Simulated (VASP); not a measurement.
NaF: single point with LDA

NaF:

```
CELL_PARAMETERS angstrom
0.00000 2.43947 2.38138
2.43947 0.00000 2.38138
2.43947 2.43947 0.00000
ATOMIC_POSITIONS crystal
Na 0.00000 0.00000 0.00000
F 0.50000 0.50000 0.50000
```

This cell differs from its parent crystal: strain +0.050 along x and y, +0.025 along z.

| Item | Value |
| --- | --- |
| Program | VASP 6.6.1 |
| Task | single point |
| Functional | LDA |
| Potentials or basis | VASP PAW LDA potentials, release 64 (Na_pv, F) |
| Cutoff | 520 eV |
| k mesh | 8 × 8 × 8 |
| Occupations | gaussian, width 0.05 eV |
| Spin | no spin polarisation |

```
Pressure               : -8.1 GPa
Band gap on the k mesh : 5.32 eV
```

Stress tensor (GPa, compression positive):
```
-8.26  0.00  0.00
 0.00 -8.26  0.00
 0.00  0.00 -7.66
```

Levels at points of the mesh, in eV from the valence-band top:
```csv
k point,band 5,band 6,band 7,band 8,band 9,band 10
"(0.00, 0.00, 0.00)",-0.01,0.00,0.00,5.32,17.59,17.59
"(0.50, 0.00, 0.00)",-1.40,-0.21,-0.20,9.63,11.05,18.11
"(0.50, 0.50, 0.00)",-1.12,-0.38,-0.38,11.94,12.12,12.26
"(0.50, 0.00, 0.50)",-1.14,-0.37,-0.33,11.64,12.00,12.48
```

Wall time 30 s on 1 thread of Intel Xeon 8259CL, on a shared host, peak memory 0.15 GiB.

Caveat: the cell differs from its parent crystal (strain +0.050 along x and y, +0.025 along z); the cell stands under tension.
